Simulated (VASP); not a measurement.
# MgO (scan) (Fm-3m) in VASP: a series of runs, part 2 of 2

VASP 6.6.1. The steps go on from the part before.

## Step 3: Single point, r2SCAN

This run uses another cell than the first one, of 9.31 Å³/atom, 0.971 times its volume.

The input, POSCAR:

```
MgO
1.0
    0.0000000000      2.1037650695      2.1037650695
    2.1037650695      0.0000000000      2.1037650695
    2.1037650695      2.1037650695      0.0000000000
Mg O
1 1
Direct
    0.0000000000      0.0000000000      0.0000000000
    0.5000000000      0.5000000000      0.5000000000
```

The input, INCAR.step1:

```
SYSTEM = MgO
ALGO = Normal
EDIFF = 1E-4
ENCUT = 520
GGA = PE
ISMEAR = 0
LASPH = .TRUE.
LCHARG = .FALSE.
LREAL = .FALSE.
LWAVE = .TRUE.
NBANDS = 11
NELM = 80
PREC = Accurate
SIGMA = 0.02
```

The input, INCAR.step2:

```
SYSTEM = MgO
ALGO = Normal
EDIFF = 1E-7
ENCUT = 520
ISIF = 2
ISMEAR = 0
ISTART = 1
LASPH = .TRUE.
LCHARG = .FALSE.
LMIXTAU = .TRUE.
LREAL = .FALSE.
LWAVE = .FALSE.
METAGGA = R2SCAN
NBANDS = 11
NELM = 80
PREC = Accurate
SIGMA = 0.02
```

The input, KPOINTS:

```
k-points
0
G
  10 10 10
  0 0 0
```

Potentials or basis: VASP PAW PBE potentials, release 64 (Mg, O).

Launch:

```bash
cat potpaw_PBE.64/Mg/POTCAR potpaw_PBE.64/O/POTCAR > POTCAR
cp INCAR.step1 INCAR
mpirun -np 1 vasp_std > vasp.out
cp INCAR.step2 INCAR
mpirun -np 1 vasp_std > vasp.out
```

It took 14 s on 1 thread of Intel Xeon 6975P-C (Granite Rapids), shared host; peak memory 0.14 GiB.

The run converged. Its results:

- Free energy: -16.1608 eV
- Pressure: -1.5 GPa
- Band gap on the k mesh: 5.64 eV, direct

Levels at points of the mesh, in eV from the valence-band top:
| k point | band 2 | band 3 | band 4 | band 5 | band 6 | band 7 |
| --- | --- | --- | --- | --- | --- | --- |
| (0.00, 0.00, 0.00) | 0.00 | 0.00 | 0.00 | 5.64 | 16.85 | 16.85 |
| (0.50, 0.00, 0.00) | -4.63 | -0.68 | -0.68 | 8.82 | 13.84 | 17.46 |
| (0.50, 0.50, 0.00) | -4.11 | -1.38 | -1.38 | 10.04 | 11.10 | 14.33 |

Caveat: the PAW data sets were made with another functional, which shifts forces and pressure a little.

## Step 4: Relaxation of cell and atoms, r2SCAN

The input, POSCAR:

```
MgO
1.0
    0.0000000000      2.1245000000      2.1245000000
    2.1245000000      0.0000000000      2.1245000000
    2.1245000000      2.1245000000      0.0000000000
Mg O
1 1
Direct
    0.0000000000      0.0000000000      0.0000000000
    0.5000000000      0.5000000000      0.5000000000
```

The input, INCAR.step1:

```
ALGO     = Normal         # electronic algorithm
EDIFF    = 1E-4           # SCF threshold, eV
ENCUT    = 600            # plane-wave cutoff, eV
GGA      = PE             # functional
ISMEAR   = 0              # smearing method
LASPH    = True           # aspherical terms in the spheres
LCHARG   = False          # write CHGCAR
LREAL    = False          # projectors in reciprocal space
LWAVE    = True           # write WAVECAR
NELM     = 80             # most SCF steps
PREC     = Accurate       # precision mode
SIGMA    = 0.02           # smearing width, eV
```

The input, INCAR.step2:

```
ALGO     = Normal         # electronic algorithm
EDIFF    = 1E-7           # SCF threshold, eV
EDIFFG   = -0.002         # ionic threshold
ENCUT    = 600            # plane-wave cutoff, eV
IBRION   = 2              # ionic algorithm
ISIF     = 3              # what is computed and relaxed
ISMEAR   = 0              # smearing method
ISTART   = 1            
LASPH    = True           # aspherical terms in the spheres
LCHARG   = False          # write CHGCAR
LMIXTAU  = True         
LREAL    = False          # projectors in reciprocal space
LWAVE    = False          # write WAVECAR
METAGGA  = R2SCAN         # meta-GGA
NELM     = 80             # most SCF steps
NSW      = 100            # ionic steps
PREC     = Accurate       # precision mode
SIGMA    = 0.02           # smearing width, eV
```

The input, KPOINTS:

```
k-points
0
Gamma
  10 10 10
```

Launch:

```bash
cat potpaw_PBE.64/Mg/POTCAR potpaw_PBE.64/O/POTCAR > POTCAR
cp INCAR.step1 INCAR
mpirun -np 1 vasp_std > vasp.out
cp INCAR.step2 INCAR
mpirun -np 1 vasp_std > vasp.out
```

Run time: 35 s. Hardware: 1 thread of Intel Xeon 6975P-C (Granite Rapids), shared host; peak memory 0.15 GiB.

The run converged. Its results:

| Item | Value |
| --- | --- |
| Free energy | -16.1671 eV |
| Relaxed volume | 9.21 Å³/atom |
| Relaxed cell | a = 2.965 Å, b = 2.965 Å, c = 2.965 Å, α = 60.00°, β = 60.00°, γ = 60.00° |
| Space group after relaxing (to 0.05 Å) | Fm-3m (No. 225) |
| Energy gained by relaxing | 7.6 meV/atom |
| Ionic steps | 3 |
| Pressure after relaxing | 0.0 GPa |
| Band gap on the k mesh | 5.75 eV, direct |

Step by step:
| step | energy change (eV) | largest force (eV/Å) | pressure (GPa) | volume (Å³) |
| --- | --- | --- | --- | --- |
| 1 | 0.0000 | 0.0000 | -6.28 | 19.18 |
| 2 | -0.0131 | 0.0000 | 2.63 | 18.15 |
| 3 | -0.0153 | 0.0000 | 0.01 | 18.42 |

Final structure:
```
CELL_PARAMETERS angstrom
0.00000 2.09633 2.09633
2.09633 0.00000 2.09633
2.09633 2.09633 0.00000
ATOMIC_POSITIONS crystal
Mg 0.00000 0.00000 0.00000
O 0.50000 0.50000 0.50000
```

Levels at points of the mesh, in eV from the valence-band top:
```csv
k point,band 1,band 2,band 3,band 4,band 5,band 6,band 7,band 8
"(0.00, 0.00, 0.00)",-18.27,0.00,0.00,0.00,5.75,16.92,16.92,16.92
"(0.50, 0.00, 0.00)",-16.99,-4.67,-0.69,-0.69,8.90,13.97,17.57,17.57
"(0.50, 0.50, 0.00)",-16.73,-4.16,-1.39,-1.39,10.06,11.22,14.45,20.59
```

Caveat: the PAW data sets were made with another functional, which shifts forces and pressure a little. r2SCAN opens gaps a little over a GGA but as a rule still falls short of measured ones.

## Step 5: Single point, r2SCAN

This run uses another cell than the first one, of 9.31 Å³/atom, 0.971 times its volume.

The input, POSCAR:

```
MgO
1.0
    0.0000000000      2.1037650691      2.1037650691
    2.1037650691      0.0000000000      2.1037650691
    2.1037650691      2.1037650691      0.0000000000
Mg O
1 1
Direct
    0.0000000000      0.0000000000      0.0000000000
    0.5000000000      0.5000000000      0.5000000000
```

The input, INCAR.step1:

```
SYSTEM = MgO
ALGO = Normal
EDIFF = 1E-4
ENCUT = 520
GGA = PE
ISMEAR = 0
LASPH = .TRUE.
LCHARG = .FALSE.
LREAL = .FALSE.
LWAVE = .TRUE.
NBANDS = 11
NELM = 80
PREC = Accurate
SIGMA = 0.02
```

The input, INCAR.step2:

```
SYSTEM = MgO
ALGO = Normal
EDIFF = 1E-7
ENCUT = 520
ISIF = 2
ISMEAR = 0
ISTART = 1
LASPH = .TRUE.
LCHARG = .FALSE.
LMIXTAU = .TRUE.
LREAL = .FALSE.
LWAVE = .FALSE.
METAGGA = R2SCAN
NBANDS = 11
NELM = 80
PREC = Accurate
SIGMA = 0.02
```

The input, KPOINTS:

```
k-points
0
G
  10 10 10
  0 0 0
```

Launch:

```bash
cat potpaw_PBE.64/Mg/POTCAR potpaw_PBE.64/O/POTCAR > POTCAR
cp INCAR.step1 INCAR
mpirun -np 1 vasp_std > vasp.out
cp INCAR.step2 INCAR
mpirun -np 1 vasp_std > vasp.out
```

Run time: 72 s. Hardware: 1 thread of Intel Xeon 6975P-C, shared host; peak memory 0.15 GiB.

The run converged. Its results:

```
Free energy            : -16.1608 eV
Pressure               : -1.5 GPa
Band gap on the k mesh : 5.64 eV, direct
```

Levels at points of the mesh, in eV from the valence-band top:
```csv
k point,band 1,band 2,band 3,band 4,band 5,band 6,band 7,band 8
"(0.00, 0.00, 0.00)",-18.22,0.00,0.00,0.00,5.64,16.85,16.85,16.85
"(0.50, 0.00, 0.00)",-16.96,-4.63,-0.68,-0.68,8.82,13.84,17.46,17.46
"(0.50, 0.50, 0.00)",-16.71,-4.11,-1.38,-1.38,10.04,11.10,14.33,20.42
```

Caveat: the PAW data sets were made with another functional, which shifts forces and pressure a little.

## Step 6: Single point, r2SCAN

The input, POSCAR:

```
MgO
1.0
    0.0000000000      2.1245000000      2.1245000000
    2.1245000000      0.0000000000      2.1245000000
    2.1245000000      2.1245000000      0.0000000000
Mg O
1 1
Direct
    0.0000000000      0.0000000000      0.0000000000
    0.5000000000      0.5000000000      0.5000000000
```

The input, INCAR.step1:

```
SYSTEM = MgO
  ALGO = Normal
  EDIFF = 1E-5
  ENCUT = 660
  GGA = PE
  GGA_COMPAT = .False.
  ISMEAR = 0
  LASPH = .True.
  LCHARG = .False.
  LREAL = .False.
  LWAVE = .True.
  NBANDS = 15
  NELM = 120
  PREC = Accurate
  SIGMA = 0.1
```

The input, INCAR.step2:

```
SYSTEM = MgO
  ALGO = Normal
  EDIFF = 1E-6
  ENCUT = 660
  GGA_COMPAT = .False.
  ISIF = 2
  ISMEAR = 0
  ISTART = 1
  LASPH = .True.
  LCHARG = .False.
  LMIXTAU = .True.
  LREAL = .False.
  LWAVE = .False.
  METAGGA = R2SCAN
  NBANDS = 15
  NELM = 120
  PREC = Accurate
  SIGMA = 0.1
```

The input, KPOINTS:

```
k-points
0
Gamma
  8 8 8
  0 0 0
```

Potentials or basis: VASP PAW PBE potentials, release 64 (Mg_sv, O).

Launch:

```bash
cat potpaw_PBE.64/Mg_sv/POTCAR potpaw_PBE.64/O/POTCAR > POTCAR
cp INCAR.step1 INCAR
mpirun -np 1 vasp_std > vasp.out
cp INCAR.step2 INCAR
mpirun -np 1 vasp_std > vasp.out
```

Run time: 33 s. Hardware: 1 thread of Intel Xeon 6975P-C (Granite Rapids), shared host; peak memory 0.16 GiB.

Results (log left out):

```
Free energy            : -16.1678 eV
Pressure               : -5.0 GPa
Band gap on the k mesh : 5.40 eV, direct
```

Levels at points of the mesh, in eV from the valence-band top:
| k point | band 5 | band 6 | band 7 | band 8 | band 9 | band 10 | band 11 | band 12 |
| --- | --- | --- | --- | --- | --- | --- | --- | --- |
| (0.00, 0.00, 0.00) | -18.06 | 0.00 | 0.00 | 0.00 | 5.40 | 16.70 | 16.70 | 16.70 |
| (0.50, 0.00, 0.00) | -16.85 | -4.48 | -0.65 | -0.65 | 8.65 | 13.54 | 17.23 | 17.23 |
| (0.50, 0.50, 0.00) | -16.64 | -3.97 | -1.33 | -1.33 | 10.00 | 10.89 | 14.02 | 20.04 |

Caveat: the PAW data sets were made with another functional, which shifts forces and pressure a little.

## Step 7: Overview

| task | potentials or basis | cell | k mesh | cutoff (eV) | smearing | second run | gap on the mesh (eV) | pressure (GPa) |
| --- | --- | --- | --- | --- | --- | --- | --- | --- |
| single point | VASP PAW PBE potentials, release 64 (Mg, O) | a = 3.004 Å, angles 60.0°, 2 atoms | 8 × 8 × 8 | 520 | gaussian 0.1 eV | - | 5.34 | -6.1 |
| single point | VASP PAW PBE potentials, release 64 (Mg, O) | a = 2.975 Å, angles 60.0°, 2 atoms | 10 × 10 × 10 | 520 | gaussian 0.02 eV | - | 5.64 | -1.5 |
| relaxation of cell and atoms | VASP PAW PBE potentials, release 64 (Mg, O) | relaxed from a = 3.004 Å, angles 60.0°, 2 atoms | 10 × 10 × 10 | 600 | gaussian 0.02 eV | - | 5.75 | 0.0 |
| single point | VASP PAW PBE potentials, release 64 (Mg_sv, O) | a = 3.004 Å, angles 60.0°, 2 atoms | 8 × 8 × 8 | 660 | gaussian 0.1 eV | valence_matched | 5.40 | -5.0 |

Alike in all rows: level r2SCAN; no spin polarisation.

Caveats: the PAW data sets were made with another functional, which shifts forces and pressure a little.

Total energies depend on the potentials used, so only differences within one code and one set of settings carry meaning.

## Step 8: How close it comes

Step 3. Measured gap of MgO: 7.83 eV (quoted in “Electronic structure of alkaline earth and post-transition metal oxides”, 2009, arxiv:0908.1581). This calculation gives 5.64 eV (-2.19 eV). The value is that of r2SCAN, without temperature or zero-point motion.

Step 5. Against the measured gap of MgO, 7.83 eV (quoted in “Electronic structure of alkaline earth and post-transition metal oxides”, 2009, arxiv:0908.1581), the calculated 5.64 eV is off by -2.19 eV. The value is that of r2SCAN, without temperature or zero-point motion.
